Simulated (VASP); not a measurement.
# AlN (Fm-3m) in VASP: settings compared, part 2 of 3

VASP 6.6.1.

## Step 3: Electric field gradients, LDA

Contents of INCAR:

```
PREC = Accurate
ENCUT = 520
EDIFF = 1E-8
ISMEAR = -1
SIGMA = 0.02
LREAL = False
LASPH = True
NELM = 120
ALGO = Normal
ISIF = 2
LWAVE = False
LCHARG = False
GGA = CA
LEFG = True
NBANDS = 11
GGA_COMPAT = False
```

Contents of KPOINTS:

```
Automatic mesh
0
Gamma
  13 13 13
```

Contents of POSCAR:

```
AlN
1.0
    0.0000000000      1.9780000000      1.9780000000
    1.9780000000      0.0000000000      1.9780000000
    1.9780000000      1.9780000000      0.0000000000
Al N
1 1
Direct
    0.0000000000      0.0000000000      0.0000000000
    0.5000000000      0.5000000000      0.5000000000
```

Potentials or basis: VASP PAW LDA potentials, release 64 (Al, N).

Command:

```bash
cat potpaw_LDA.64/Al/POTCAR potpaw_LDA.64/N/POTCAR > POTCAR
mpirun -np 1 vasp_std > vasp.out
```

OUTCAR:

```text
PREC = Accurate
   ENCUT = 520
   EDIFF = 1E-8
   ISMEAR = -1
   LREAL = False
   LASPH = True
   NELM = 120
   ISIF = 2
   GGA = CA

 ion  position               nearest neighbor table
   1  0.000  0.000  0.000-   2 1.98   2 1.98   2 1.98   2 1.98   2 1.98   2 1.98
   2  0.500  0.500  0.500-   1 1.98   1 1.98   1 1.98   1 1.98   1 1.98   1 1.98

  LATTYP: Found a face centered cubic cell.
 ALAT       =     3.9560000000

  Lattice vectors:

 A1 = (   0.0000000000,   1.9780000000,   1.9780000000)
 A2 = (   1.9780000000,   0.0000000000,   1.9780000000)
 A3 = (   1.9780000000,   1.9780000000,   0.0000000000)

Analysis of symmetry for initial positions (statically):
[... 546 lines left out ...]
  free  energy   TOTEN  =       -16.2026684885 eV

  energy  without entropy=      -16.2026684885  energy(sigma->0) =      -16.20266849

 Electric field gradients (V/A^2)
---------------------------------------------------------------------
 ion       V_xx      V_yy      V_zz      V_xy      V_xz      V_yz
---------------------------------------------------------------------
   1      -0.000    -0.000    -0.000     0.000     0.000     0.000
   2      -0.000    -0.000    -0.000     0.000     0.000     0.000
---------------------------------------------------------------------

 Electric field gradients after diagonalization (V/A^2)
 (convention: |V_zz| > |V_xx| > |V_yy|)
----------------------------------------------------------------------
 ion       V_xx      V_yy      V_zz     asymmetry (V_yy - V_xx)/ V_zz
----------------------------------------------------------------------
   1      -0.000    -0.000     0.000       0.000
   2      -0.000    -0.000     0.000       0.000
----------------------------------------------------------------------

           NMR quadrupolar parameters

 Cq : quadrupolar parameter    Cq=e*Q*V_zz/h
 eta: asymmetry parameters     (V_yy - V_xx)/ V_zz
 Q  : nuclear electric quadrupole moment in mb (millibarn)
----------------------------------------------------------------------
 ion       Cq(MHz)       eta       Q (mb)
----------------------------------------------------------------------
   1       0.000       0.000       1.000
   2       0.000       0.000       1.000
----------------------------------------------------------------------
```

stdout:

```text
POSCAR found type information on POSCAR AlN
 POSCAR found :  2 types and       2 ions
 scaLAPACK will be used
 LDA part: xc-table for (Slater(with rela. corr.)+CA(PZ))
 , standard interpolation
 POSCAR, INCAR and KPOINTS ok, starting setup
 FFT: planning ... GRIDC
 FFT: planning ... GRID_SOFT
 FFT: planning ... GRID
 WAVECAR not read
 entering main loop
ion   1

ion   2
```

Wall time 5 s (1 thread of Intel Xeon 6975P-C (Granite Rapids), shared host); peak memory 0.13 GiB.

What came out:

```
Free energy                             : -16.2027 eV
Pressure                                : 13.2 GPa
Band gap on the k mesh                  : 5.12 eV (least direct gap 6.75 eV)
Largest electric field gradient by atom : zero within the noise of the run
```

Levels at points of the mesh, in eV from the valence-band top:
```tsv
k point	band 2	band 3	band 4	band 5	band 6	band 7
(0.00, 0.00, 0.00)	0.00	0.00	0.00	6.75	12.22	12.22
```

Caveat: the cell stands under pressure; an odd mesh through Γ misses points on the zone boundary, where band edges can lie.

## Step 4: Electric field gradients, PBEsol

Contents of INCAR:

```
SYSTEM = AlN
PREC = Accurate ; ENCUT = 520
EDIFF = 1E-8 ; ISMEAR = -1
SIGMA = 0.02 ; LREAL = .False.
LASPH = .True. ; NELM = 120
ALGO = Normal ; ISIF = 2
LWAVE = .False. ; LCHARG = .False.
GGA = PS ; LEFG = .True.
NBANDS = 11 ; GGA_COMPAT = .False.
```

Contents of KPOINTS:

```
regular mesh
0
Gamma
  13 13 13
  0 0 0
```

POSCAR is that of step 3.

Potentials or basis: VASP PAW PBE potentials, release 64 (Al, N).

Command:

```bash
cat potpaw_PBE.64/Al/POTCAR potpaw_PBE.64/N/POTCAR > POTCAR
mpirun -np 1 vasp_std > vasp.out
```

OUTCAR:

```text
SYSTEM = AlN
   PREC = Accurate
   ENCUT = 520
   EDIFF = 1E-8
   ISMEAR = -1
   LREAL = .False.
   LASPH = .True.
   NELM = 120
   ISIF = 2
   GGA = PS

 ion  position               nearest neighbor table
   1  0.000  0.000  0.000-   2 1.98   2 1.98   2 1.98   2 1.98   2 1.98   2 1.98
   2  0.500  0.500  0.500-   1 1.98   1 1.98   1 1.98   1 1.98   1 1.98   1 1.98

  LATTYP: Found a face centered cubic cell.
 ALAT       =     3.9560000000

  Lattice vectors:

 A1 = (   0.0000000000,   1.9780000000,   1.9780000000)
 A2 = (   1.9780000000,   0.0000000000,   1.9780000000)
 A3 = (   1.9780000000,   1.9780000000,   0.0000000000)

Analysis of symmetry for initial positions (statically):
=====================================================================
 Subroutine PRICEL returns:
 Original cell was already a primitive cell.

 Routine SETGRP: Setting up the symmetry group for a
 face centered cubic supercell.

 Subroutine GETGRP returns: Found 48 space group operations
 (whereof 48 operations were pure point group operations)
 out of a pool of 48 trial point group operations.

The static configuration has the point symmetry O_h .

Analysis of symmetry for dynamics (positions and initial velocities):
=====================================================================
 Subroutine PRICEL returns:
 Original cell was already a primitive cell.

 Routine SETGRP: Setting up the symmetry group for a
 face centered cubic supercell.

 Subroutine GETGRP returns: Found 48 space group operations
 (whereof 48 operations were pure point group operations)
 out of a pool of 48 trial point group operations.

The dynamic configuration has the point symmetry O_h .

 Subroutine INISYM returns: Found 48 space group operations
 (whereof 48 operations are pure point group operations),
 and found     1 'primitive' translations

----------------------------------------------------------------------------------------

                                     Primitive cell

  volume of cell :      15.4778

  direct lattice vectors                    reciprocal lattice vectors
     0.000000000  1.978000000  1.978000000    -0.252780586  0.252780586  0.252780586
     1.978000000  0.000000000  1.978000000     0.252780586 -0.252780586  0.252780586
     1.978000000  1.978000000  0.000000000     0.252780586  0.252780586 -0.252780586

  length of vectors
     2.797314426  2.797314426  2.797314426     0.437828819  0.437828819  0.437828819

  position of ions in fractional coordinates (direct lattice)
     0.000000000  0.000000000  0.000000000
     0.500000000  0.500000000  0.500000000

  ion indices of the primitive-cell ions
   primitive index   ion index
                 1           1
                 2           2

----------------------------------------------------------------------------------------

 KPOINTS: regular mesh

Automatic generation of k-mesh.
 Grid dimensions read from file:
 generate k-points for:   13   13   13

 Generating k-lattice:

[... 77 lines left out ...]
   EFERMI_NEDOS =   21; number of points for ismear=-14 and -15
   IALGO  =     38    algorithm
   IMIX   =      4    mixing-type and parameters
     AMIX     =   0.40;   BMIX     =  1.00
     AMIX_MAG =   1.60;   BMIX_MAG =  1.00
  volume/ion in A,a.u.               =       7.74        52.22
  Fermi-wavevector in a.u.,A,eV,Ry     =   1.313818  2.482756 23.485258  1.726118
  Thomas-Fermi vector in A             =   2.444114
   LORBIT       =      0    0 simple, 1 ext, 2 COOP (PROOUT), +10 PAW based schemes
   GGA     = PS    functional components
   LHFCALC =     F    Hartree Fock is set to
   AEXX    =    0.0000 exact exchange contribution
   IVDW    =     0    specifies the selected vdW correction
   LEPSILON=     F    determine dielectric tensor
   LRPA    =     F    only Hartree local field effects (RPA)
 non-spin polarized calculation
  energy-cutoff  :      520.00
  volume of cell :       15.48
 maximum number of plane-waves:       431
 NGX is ok and might be reduce to    24
   NGX = 11   NGY = 11   NGZ = 11

 number of electron       8.0000000 magnetization

 Free energy of the ion-electron system (eV)
  ---------------------------------------------------
  ext. energy  EPLUGINS =         0.00000000
  ---------------------------------------------------
  free energy    TOTEN  =       -15.38509680 eV

  energy without entropy =      -15.38509680  energy(sigma->0) =      -15.38509680

 E-fermi :  11.1165     XC(G=0): -12.7644

 val. band max:       10.7603130871   @ k =   0.0000   0.0000   0.0000
 cond. band min:      15.8300418520   @ k =   0.4615   0.4615   0.0000
 fundamental gap:      5.0697287649
 Fermi energy:        11.1165317107

 k-point     1 :       0.0000    0.0000    0.0000
  band No.  band energies     occupation
      1      -7.4028      2.00000
      2      10.7603      2.00000
      3      10.7603      2.00000
      4      10.7603      2.00000
      5      17.4038      0.00000
      6      22.9897      0.00000
      7      22.9897      0.00000
      8      22.9897      0.00000
      9      28.2510      0.00000
     10      28.9309      0.00000
     11      28.9309      0.00000
[... 309 lines left out ...]
 k-point    24 :       0.4615    0.1538    0.0000
  band No.  band energies     occupation
      1      -3.9961      2.00000
      2       3.1190      2.00000
      3       8.1600      2.00000
      4       9.0454      2.00000
      5      18.3586      0.00000
      6      20.8481      0.00000
      7      23.4307      0.00000
      8      23.7234      0.00000
      9      28.7008      0.00000
     10      31.2277      0.00000
     11      32.7211      0.00000

 [... further k-points ...]

------------------------ aborting loop because EDIFF is reached ----------------------------------------

  FORCE on cell =-STRESS in cart. coord.  units (eV):
  Direction    XX          YY          ZZ          XY          YZ          ZX
  --------------------------------------------------------------------------------------
  -------------------------------------------------------------------------------------
  Total        1.9340131      1.9340131      1.9340131      0.0000000      0.0000000     -0.0000000
  in kB      200.1986509    200.1986509    200.1986509      0.0000000      0.0000000     -0.0000000
  external PRESSURE =     200.1986509 kB  Pullay stress =       0.0000000 kB

 VOLUME and BASIS-vectors are now :
 -----------------------------------------------------------------------------
  energy-cutoff  :      520.00
  volume of cell :       15.48
      direct lattice vectors                 reciprocal lattice vectors
     0.000000000  1.978000000  1.978000000    -0.252780586  0.252780586  0.252780586
     1.978000000  0.000000000  1.978000000     0.252780586 -0.252780586  0.252780586
     1.978000000  1.978000000  0.000000000     0.252780586  0.252780586 -0.252780586

 POSITION                                       TOTAL-FORCE (eV/Angst)
 -----------------------------------------------------------------------------------
      0.00000      0.00000      0.00000         0.000000      0.000000      0.000000
      1.97800      1.97800      1.97800        -0.000000     -0.000000     -0.000000
 -----------------------------------------------------------------------------------
    total drift:                               -0.000000     -0.000000      0.000000

  FREE ENERGIE OF THE ION-ELECTRON SYSTEM (eV)
  ---------------------------------------------------
  free  energy   TOTEN  =       -15.3850967953 eV

  energy  without entropy=      -15.3850967953  energy(sigma->0) =      -15.38509680

 Electric field gradients (V/A^2)
---------------------------------------------------------------------
 ion       V_xx      V_yy      V_zz      V_xy      V_xz      V_yz
---------------------------------------------------------------------
   1      -0.000     0.000    -0.000     0.000     0.000     0.000
   2      -0.000     0.000    -0.000     0.000     0.000     0.000
---------------------------------------------------------------------

 Electric field gradients after diagonalization (V/A^2)
 (convention: |V_zz| > |V_xx| > |V_yy|)
----------------------------------------------------------------------
 ion       V_xx      V_yy      V_zz     asymmetry (V_yy - V_xx)/ V_zz
----------------------------------------------------------------------
   1      -0.000    -0.000     0.000       0.000
   2      -0.000    -0.000     0.000       0.000
----------------------------------------------------------------------

           NMR quadrupolar parameters

 Cq : quadrupolar parameter    Cq=e*Q*V_zz/h
 eta: asymmetry parameters     (V_yy - V_xx)/ V_zz
 Q  : nuclear electric quadrupole moment in mb (millibarn)
----------------------------------------------------------------------
 ion       Cq(MHz)       eta       Q (mb)
----------------------------------------------------------------------
   1       0.000       0.000       1.000
   2       0.000       0.000       1.000
----------------------------------------------------------------------
```

Wall time 6.1 s (1 thread of Intel Xeon 6975P-C (Granite Rapids), shared host); peak memory 0.14 GiB.

Results:

| Property | Result |
| --- | --- |
| Free energy | -15.3851 eV |
| Pressure | 20.0 GPa |
| Band gap on the k mesh | 5.07 eV (least direct gap 6.64 eV) |
| Largest electric field gradient by atom | zero within the noise of the run |

Levels at points of the mesh, in eV from the valence-band top:
```csv
k point,band 1,band 2,band 3,band 4,band 5,band 6,band 7,band 8,band 9
"(0.00, 0.00, 0.00)",-18.16,0.00,0.00,0.00,6.64,12.23,12.23,12.23,17.49
```

Caveat: the cell stands under pressure; the PAW data sets were made with another functional, which shifts forces and pressure a little; an odd mesh through Γ misses points on the zone boundary, where band edges can lie.

(Continued in part 3 of 3.)
